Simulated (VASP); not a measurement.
# CeO2 (Fm-3m) in VASP: further runs

Runs on CeO2. Level: LDA. Tasks: single point.

All numbers are computed with VASP 6.6.1; they aren't measurements. Logs are shortened: lines on timing, memory, paths and dates and some standing lists are left out, and cuts for length are marked.

**1. The cell of the first run**

The structure is cubic, space group Fm-3m (No. 225). Conventional cell: a = 5.297 Å, b = 5.297 Å, c = 5.297 Å, α = 90.00°, β = 90.00°, γ = 90.00°. Within 3.0 Å of Ce (site symmetry m-3m) lie 8 O at 2.29 Å. O (site symmetry -43m) has 4 Ce at 2.29 Å and 6 O at 2.65 Å within 3.0 Å.

**2. Single point, LDA, collinear spin, ferromagnetic start (12.38 Å³/atom)**

INCAR reads:

```
PREC     = Accurate       # precision mode
ENCUT    = 520            # plane-wave cutoff, eV
EDIFF    = 1E-6           # SCF threshold, eV
ISMEAR   = -1             # smearing method
SIGMA    = 0.05           # smearing width, eV
LREAL    = F              # projectors in reciprocal space
LASPH    = T              # aspherical terms in the spheres
NELM     = 150            # most SCF steps
ALGO     = Normal         # electronic algorithm
ISIF     = 2              # what is computed and relaxed
LWAVE    = F              # write WAVECAR
LCHARG   = F              # write CHGCAR
ISPIN    = 2              # spin polarisation
MAGMOM   = 1 0 0          # initial moments
LORBIT   = 11             # projections on sites
LMAXMIX  = 6              # l up to which the mixer works
NBANDS   = 23             # bands
```

KPOINTS reads:

```
regular mesh
0
Gamma
  9 9 9
```

POSCAR reads:

```
CeO2
1.0
    0.0000000000      2.6484579828      2.6484579828
    2.6484579828      0.0000000000      2.6484579828
    2.6484579828      2.6484579828      0.0000000000
Ce O
1 2
Direct
    0.0000000000      0.0000000000      0.0000000000
    0.7500000000      0.7500000000      0.7500000000
    0.2500000000      0.2500000000      0.2500000000
```

Potentials or basis: VASP PAW LDA potentials, release 64 (Ce, O).

Command:

```console
$ cat potpaw_LDA.64/Ce/POTCAR potpaw_LDA.64/O/POTCAR > POTCAR
$ mpirun -np 1 vasp_std > vasp.out
```

OUTCAR:

```text
PREC = Accurate
   ENCUT = 520
   EDIFF = 1E-6
   ISMEAR = -1
   LREAL = F
   LASPH = T
   NELM = 150
   ISIF = 2
   ISPIN = 2
   LORBIT = 11

 ion  position               nearest neighbor table
   1  0.000  0.000  0.000-   2 2.29   2 2.29   2 2.29   2 2.29   3 2.29   3 2.29   3 2.29   3 2.29

   2  0.750  0.750  0.750-   1 2.29   1 2.29   1 2.29   1 2.29
   3  0.250  0.250  0.250-   1 2.29   1 2.29   1 2.29   1 2.29

  LATTYP: Found a face centered cubic cell.
 ALAT       =     5.2969159656

  Lattice vectors:

 A1 = (   0.0000000000,   2.6484579828,   2.6484579828)
 A2 = (   2.6484579828,   0.0000000000,   2.6484579828)
 A3 = (   2.6484579828,   2.6484579828,   0.0000000000)

Analysis of symmetry for initial positions (statically):
=====================================================================
 Subroutine PRICEL returns:
 Original cell was already a primitive cell.

 Routine SETGRP: Setting up the symmetry group for a
 face centered cubic supercell.

 Subroutine GETGRP returns: Found 48 space group operations
 (whereof 48 operations were pure point group operations)
 out of a pool of 48 trial point group operations.

The static configuration has the point symmetry O_h .

Analysis of symmetry for dynamics (positions and initial velocities):
=====================================================================
 Subroutine PRICEL returns:
 Original cell was already a primitive cell.

 Routine SETGRP: Setting up the symmetry group for a
 face centered cubic supercell.

 Subroutine GETGRP returns: Found 48 space group operations
 (whereof 48 operations were pure point group operations)
 out of a pool of 48 trial point group operations.

The dynamic configuration has the point symmetry O_h .

Analysis of structural, dynamic, and magnetic symmetry:
=====================================================================
 Subroutine PRICEL returns:
 Original cell was already a primitive cell.

 Routine SETGRP: Setting up the symmetry group for a
 face centered cubic supercell.

 Subroutine GETGRP returns: Found 48 space group operations
 (whereof 48 operations were pure point group operations)
 out of a pool of 48 trial point group operations.

The overall configuration has the point symmetry O_h .

 Subroutine INISYM returns: Found 48 space group operations
 (whereof 48 operations are pure point group operations),
 and found     1 'primitive' translations

----------------------------------------------------------------------------------------

                                     Primitive cell

  volume of cell :      37.1543

  direct lattice vectors                    reciprocal lattice vectors
     0.000000000  2.648457983  2.648457983    -0.188789100  0.188789100  0.188789100
     2.648457983  0.000000000  2.648457983     0.188789100 -0.188789100  0.188789100
     2.648457983  2.648457983  0.000000000     0.188789100  0.188789100 -0.188789100

  length of vectors
     3.745485199  3.745485199  3.745485199     0.326992314  0.326992314  0.326992314

  position of ions in fractional coordinates (direct lattice)
     0.000000000  0.000000000  0.000000000
     0.750000000  0.750000000  0.750000000
     0.250000000  0.250000000  0.250000000

  ion indices of the primitive-cell ions
   primitive index   ion index
                 1           1
                 2           2
                 3           3

----------------------------------------------------------------------------------------

 KPOINTS: regular mesh

Automatic generation of k-mesh.
 Grid dimensions read from file:
 generate k-points for:    9    9    9

 Generating k-lattice:

  Cartesian coordinates                     Fractional coordinates (reciprocal lattice)
    -0.020976567  0.020976567  0.020976567     0.111111111  0.000000000  0.000000000
     0.020976567 -0.020976567  0.020976567     0.000000000  0.111111111  0.000000000
     0.020976567  0.020976567 -0.020976567     0.000000000  0.000000000  0.111111111

  Length of vectors
     0.036332479  0.036332479  0.036332479

  Shift w.r.t. Gamma in fractional coordinates (k-lattice)
     0.000000000  0.000000000  0.000000000

 Subroutine IBZKPT returns following result:
 ===========================================

 Found     35 irreducible k-points:

 Following reciprocal coordinates:
            Coordinates               Weight
  0.000000  0.000000  0.000000      1.000000
  0.111111  0.000000  0.000000      8.000000
  0.222222  0.000000  0.000000      8.000000
  0.333333  0.000000  0.000000      8.000000
  0.444444  0.000000  0.000000      8.000000
  0.111111  0.111111  0.000000      6.000000
[... 16 lines left out ...]
 -0.333333  0.333333  0.000000     12.000000
  0.444444  0.444444  0.000000      6.000000
 [... further k-points ...]
   k-points           NKPTS =     35   k-points in BZ     NKDIM =     35   number of bands    NBANDS=     23
   number of dos      NEDOS =    301   number of ions     NIONS =      3
   total plane-waves  NPLWV =  21952
   dimension x,y,z NGX =    28 NGY =   28 NGZ =   28
   dimension x,y,z NGXF=    56 NGYF=   56 NGZF=   56
   ions per type =               1   2
   NGX,Y,Z   is equivalent  to a cutoff of  12.43, 12.43, 12.43 a.u.
   NGXF,Y,Z  is equivalent  to a cutoff of  24.86, 24.86, 24.86 a.u.
 SYSTEM =  unknown system
   PREC   = accura    normal or accurate (medium, high low for compatibility)
   ISTART =      0    job   : 0-new  1-cont  2-samecut
   ICHARG =      2    charge: 1-file 2-atom 10-const
   ISPIN  =      2    spin polarized calculation?
   LNONCOLLINEAR =      F non collinear calculations
   LSORBIT =      F    spin-orbit coupling
   LASPH  =      T    aspherical Exc in radial PAW
   ENCUT  =  520.0 eV  38.22 Ry    6.18 a.u.   6.96  6.96  6.96*2*pi/ulx,y,z
   NELM   =    150;   NELMIN=  2; NELMDL= -5     # of ELM steps
   EDIFF  = 0.1E-05   stopping-criterion for ELM
   LREAL  =      F    real-space projection
   EDIFFG = 0.1E-04   stopping-criterion for IOM
   NSW    =      0    number of steps for IOM
   IBRION =     -1    ionic relax: 0-MD 1-quasi-New 2-CG
   NFREE  =      0    steps in history (QN), initial steepest desc. (CG)
   ISIF   =      2    stress and relaxation
   ISYM   =      2    0-nonsym 1-usesym 2-fastsym
   POTIM  = 0.5000    time-step for ionic-motion
   TEBEG  =    0.0;   TEEND  =   0.0 temperature during run
   PSTRESS=    0.0 pullay stress
   NELECT =      24.0000    total number of electrons
   NUPDOWN=      -1.0000    fix difference up-down
   EMIN   =  10.00;   EMAX   =-10.00  energy-range for DOS
   EFERMI =   0.00;   METHOD = LEGACY
   ISMEAR =    -1;   SIGMA  =   0.05  broadening in eV -4-tet -1-fermi 0-gaus
   EFERMI_NEDOS =   21; number of points for ismear=-14 and -15
   IALGO  =     38    algorithm
   IMIX   =      4    mixing-type and parameters
     AMIX     =   0.40;   BMIX     =  1.00
     AMIX_MAG =   1.60;   BMIX_MAG =  1.00
  volume/ion in A,a.u.               =      12.38        83.58
  Fermi-wavevector in a.u.,A,eV,Ry     =   1.415171  2.674285 27.248498  2.002708
  Thomas-Fermi vector in A             =   2.536637
   LORBIT       =     11    0 simple, 1 ext, 2 COOP (PROOUT), +10 PAW based schemes
   GGA     = CA    functional components
   LHFCALC =     F    Hartree Fock is set to
   AEXX    =    0.0000 exact exchange contribution
   IVDW    =     0    specifies the selected vdW correction
   LEPSILON=     F    determine dielectric tensor
   LRPA    =     F    only Hartree local field effects (RPA)
 spin polarized calculation
  energy-cutoff  :      520.00
  volume of cell :       37.15
 maximum number of plane-waves:      1018
   NGX = 13   NGY = 13   NGZ = 13

 number of electron      24.0000014 magnetization      -0.0000193

 number of electron      24.0000014 magnetization       0.0000345

 Free energy of the ion-electron system (eV)
  ---------------------------------------------------
  ext. energy  EPLUGINS =         0.00000000
  ---------------------------------------------------
  free energy    TOTEN  =       -28.81696816 eV

  energy without entropy =      -28.81696816  energy(sigma->0) =      -28.81696816

 E-fermi :   6.6672     XC(G=0): -12.1539

 val. band max:        5.6404349143   @ k =  -0.3333   0.2222   0.0000
 cond. band min:       7.7491584514   @ k =  -0.4444   0.1111   0.0000
 fundamental gap:      2.1087235371
 Fermi energy:         6.6672204667

 spin component 1

 k-point     1 :       0.0000    0.0000    0.0000
  band No.  band energies     occupation
      1     -26.4216      1.00000
      2     -10.4911      1.00000
      3      -9.5235      1.00000
      4      -8.5465      1.00000
      5      -8.5465      1.00000
      6      -8.5465      1.00000
[... 15 lines left out ...]
     22      12.7582      0.00000
     23      18.8418      0.00000

 k-point     2 :       0.1111    0.0000    0.0000
  band No.  band energies     occupation
      1     -26.3882      1.00000
      2     -11.0044      1.00000
      3      -9.6405      1.00000
      4      -8.5869      1.00000
      5      -8.5869      1.00000
      6      -8.0357      1.00000
[... 15 lines left out ...]
     22      13.1423      0.00000
     23      18.4356      0.00000
[... 544 lines left out ...]
     22      15.2912      0.00000
     23      15.9264      0.00000

 k-point    24 :       0.4444    0.4444    0.0000
  band No.  band energies     occupation
      1     -26.0338      1.00000
      2     -13.3191      1.00000
      3     -10.4118      1.00000
      4      -9.3261      1.00000
      5      -9.3261      1.00000
      6      -5.0195      1.00000
[... 15 lines left out ...]
     22      14.7242      0.00000
     23      16.9335      0.00000

 [... further k-points ...]

 spin component 2

 k-point     1 :       0.0000    0.0000    0.0000
  band No.  band energies     occupation
      1     -26.4216      1.00000
      2     -10.4911      1.00000
      3      -9.5235      1.00000
      4      -8.5464      1.00000
      5      -8.5464      1.00000
      6      -8.5464      1.00000
[... 15 lines left out ...]
     22      12.7582      0.00000
     23      18.8418      0.00000

 k-point     2 :       0.1111    0.0000    0.0000
  band No.  band energies     occupation
      1     -26.3882      1.00000
      2     -11.0044      1.00000
      3      -9.6405      1.00000
      4      -8.5868      1.00000
      5      -8.5868      1.00000
      6      -8.0357      1.00000
[... 15 lines left out ...]
     22      13.1423      0.00000
     23      18.4356      0.00000
[... 544 lines left out ...]
     22      15.2912      0.00000
     23      15.9264      0.00000

 k-point    24 :       0.4444    0.4444    0.0000
  band No.  band energies     occupation
      1     -26.0338      1.00000
      2     -13.3191      1.00000
      3     -10.4118      1.00000
      4      -9.3260      1.00000
      5      -9.3260      1.00000
      6      -5.0195      1.00000
[... 15 lines left out ...]
     22      14.7242      0.00000
     23      16.9335      0.00000

 [... further k-points ...]

------------------------ aborting loop because EDIFF is reached ----------------------------------------

  FORCE on cell =-STRESS in cart. coord.  units (eV):
  Direction    XX          YY          ZZ          XY          YZ          ZX
  --------------------------------------------------------------------------------------
  -------------------------------------------------------------------------------------
  Total        1.9028615      1.9028615      1.9028615     -0.0000000     -0.0000000      0.0000000
  in kB       82.0556538     82.0556538     82.0556538     -0.0000000     -0.0000000      0.0000000
  external PRESSURE =      82.0556538 kB  Pullay stress =       0.0000000 kB

 VOLUME and BASIS-vectors are now :
 -----------------------------------------------------------------------------
  energy-cutoff  :      520.00
  volume of cell :       37.15
      direct lattice vectors                 reciprocal lattice vectors
     0.000000000  2.648457983  2.648457983    -0.188789100  0.188789100  0.188789100
     2.648457983  0.000000000  2.648457983     0.188789100 -0.188789100  0.188789100
     2.648457983  2.648457983  0.000000000     0.188789100  0.188789100 -0.188789100

 POSITION                                       TOTAL-FORCE (eV/Angst)
 -----------------------------------------------------------------------------------
      0.00000      0.00000      0.00000        -0.000000     -0.000000      0.000000
      3.97269      3.97269      3.97269         0.000000      0.000000      0.000000
      1.32423      1.32423      1.32423        -0.000000     -0.000000     -0.000000
 -----------------------------------------------------------------------------------
    total drift:                                0.000000      0.000000      0.000000

  FREE ENERGIE OF THE ION-ELECTRON SYSTEM (eV)
  ---------------------------------------------------
  free  energy   TOTEN  =       -28.8169681589 eV

  energy  without entropy=      -28.8169681585  energy(sigma->0) =      -28.81696816

 total charge

# of ion       s       p       d       f       tot
--------------------------------------------------
    1        2.032   5.815   0.995   1.030   9.872
    2        1.571   3.449   0.000   0.000   5.020
    3        1.571   3.449   0.000   0.000   5.020
--------------------------------------------------
tot          5.173  12.713   0.995   1.030  19.912

 magnetization (x)

# of ion       s       p       d       f       tot
--------------------------------------------------
    1        0.000   0.000  -0.000   0.000   0.000
    2        0.000  -0.000   0.000   0.000  -0.000
    3        0.000  -0.000   0.000   0.000  -0.000
--------------------------------------------------
tot          0.000  -0.000  -0.000   0.000   0.000
```

Run time: 73 s. Hardware: 1 thread of AMD EPYC 9R45 (Zen 5), shared host; peak memory 0.16 GiB.

Results:

| Property | Result |
| --- | --- |
| Free energy | -28.8170 eV |
| Pressure | 8.2 GPa |
| Band gap on the k mesh | 2.11 eV (least direct gap 2.18 eV) |
| Net moment | 0.00 μB per cell |
| Valence electrons inside the program's atomic spheres | Ce 9.87; O 5.02 |

Levels at points of the mesh, in eV from the valence-band top:
Spin up:
```tsv
k point	band 8	band 9	band 10	band 11	band 12	band 13	band 14	band 15	band 16	band 17
(0.00, 0.00, 0.00)	-4.29	-4.29	-0.73	-0.73	-0.73	2.46	2.46	2.46	2.80	3.23
```
Spin down:
```csv
k point,band 9,band 10,band 11,band 12,band 13,band 14,band 15,band 16
"(0.00, 0.00, 0.00)",-4.29,-0.73,-0.73,-0.73,2.46,2.46,2.46,2.80
```

Caveat: the magnetic or orbital state may not be the lowest; the cell stands under pressure; spin-orbit coupling is left out, which moves the levels of the heavy elements; an odd mesh through Γ misses points on the zone boundary, where band edges can lie; semilocal functionals describe open f shells poorly, which spoils levels, moments and volumes. The state reached can hang on the start; a lower one may exist.

(Part 1 of 2 ends here.)
